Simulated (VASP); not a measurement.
Here is a VASP 6.6.1 calculation.

The input POSCAR:

```
Ti
1.0
    2.1373576800      2.1373576800      0.0000000000
   -2.1373576800      2.1373576800      0.0000000000
    0.0000000000      0.0000000000      3.8675073226
Ti
2
Direct
    0.0000000000      0.0000000000      0.0000000000
    0.5000000000      0.5000000000      0.5000000000
```

INCAR.step1

```
  ALGO = Normal
  EDIFF = 1E-4
  ENCUT = 520
  GGA = PE
  ISMEAR = 0
  LASPH = T
  LCHARG = F
  LREAL = F
  LWAVE = T
  NBANDS = 19
  NELM = 100
  PREC = Accurate
  SIGMA = 0.1
```

INCAR.step2

```
  ALGO = Normal
  EDIFF = 1E-6
  ENCUT = 520
  ISIF = 2
  ISMEAR = 0
  ISTART = 1
  LASPH = T
  LCHARG = T
  LELF = T
  LMIXTAU = T
  LREAL = F
  LVHAR = T
  LWAVE = F
  METAGGA = R2SCAN
  NBANDS = 19
  NELM = 100
  PREC = Accurate
  SIGMA = 0.1
```

KPOINTS

```
k-points
0
Gamma
  18 18 12
```

Potentials or basis: VASP PAW PBE potentials, release 64 (Ti_sv).

Command:

```console
$ cat potpaw_PBE.64/Ti_sv/POTCAR > POTCAR
$ cp INCAR.step1 INCAR
$ mpirun -np 1 vasp_std > vasp.out
$ cp INCAR.step2 INCAR
$ mpirun -np 1 vasp_std > vasp.out
```

Predict the pressure.

-1.7 GPa.

Predict the band gap on the k mesh.

zero (bands 12 and 13 overlap by 1.44 eV).

Stress tensor (GPa, compression positive):
```
-2.72  0.00  0.00
 0.00 -2.72  0.00
 0.00  0.00  0.36
```

Caveat: the cell differs from its parent crystal (biaxial strain in the a-b plane: +4.0 %, then relaxed in part); the PAW data sets were made with another functional, which shifts forces and pressure a little.
